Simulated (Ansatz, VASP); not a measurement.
NaI: VASP beside Ansatz

Contents of INCAR:

```
  PREC = Accurate
  ENCUT = 520
  EDIFF = 1E-7
  ISMEAR = -1
  SIGMA = 0.02
  LREAL = F
  LASPH = T
  NELM = 80
  ALGO = Normal
  ISIF = 2
  LWAVE = F
  LCHARG = T
  LELF = T
  LVHAR = T
  NBANDS = 14
```

KPOINTS

```
Automatic mesh
0
Gamma
  8 8 8
```

POSCAR

```
NaI
1.0
    0.0000000000      3.2364000000      3.3011280000
    3.2364000000      0.0000000000      3.3011280000
    3.2364000000      3.2364000000      0.0000000000
Na I
1 1
Direct
    0.0000000000      0.0000000000      0.0000000000
    0.5000000000      0.5000000000      0.5000000000
```

Input for Ansatz:

```yaml
crystal:
  lattice:
    - [0.0, 3.2364, 3.301128]
    - [3.2364, 0.0, 3.301128]
    - [3.2364, 3.2364, 0.0]
  atoms:
    - { symbol: Na, position: [0.0, 0.0, 0.0] }
    - { symbol: I, position: [0.5, 0.5, 0.5] }
kpoints:
  mp_grid: { grid: [8, 8, 8] }
  band_path:
    path:
      - [0.0, 0.0, 0.0]
      - [0.0, 0.5, 0.5]
      - [0.25, 0.75, 0.5]
      - [0.0, 0.5, 0.0]
      - [0.0, 0.0, 0.0]
      - [0.5, 0.5, 0.0]
      - [0.3701460977, 0.6298539023, 0.0]
      - [-0.3701460977, 0.3701460977, 0.0]
      - [0.0, 0.0, 0.0]
    npoints: 5
scf:
  occupations: { method: fermi_dirac, width: 0.02 }
hamiltonian:
  xc: lda
  pseudopotentials: { kind: all_electron, lapw: { basis_error: 0.001 } }
output:
  forces: true
  stress: true
  eigenvalues: true
```

Change from the starting cell: zz strain of +2 %.

Alike in both runs: task single point; functional LDA; k mesh 8 × 8 × 8; occupations fermi-dirac, width 0.02 eV; no spin polarisation.

|  | VASP | Ansatz |
| --- | --- | --- |
| version | VASP 6.6.1 | Ansatz 0.2.0 |
| potentials or method | VASP PAW LDA potentials, release 64 (Na_pv, I), cutoff 520 eV | all-electron LAPW, scalar-relativistic |

Ansatz gave:

```
gap on the k mesh at the Fermi level (eV)                     : 3.27
pressure (GPa)                                                : -1.9
traceless stress, the component that is largest in VASP (GPa) : -0.21
```

Q: What did VASP give for the same quantities?

A: gap on the k mesh at the Fermi level (eV): 3.28; pressure (GPa): -1.8; traceless stress, the component that is largest in VASP (GPa): -0.21.

LDA's correlation is that of Perdew and Zunger in VASP and of Perdew and Wang (1992) in Ansatz. Ansatz ran all-electron here, and VASP with PAW potentials.

Neither program's run includes spin-orbit coupling.
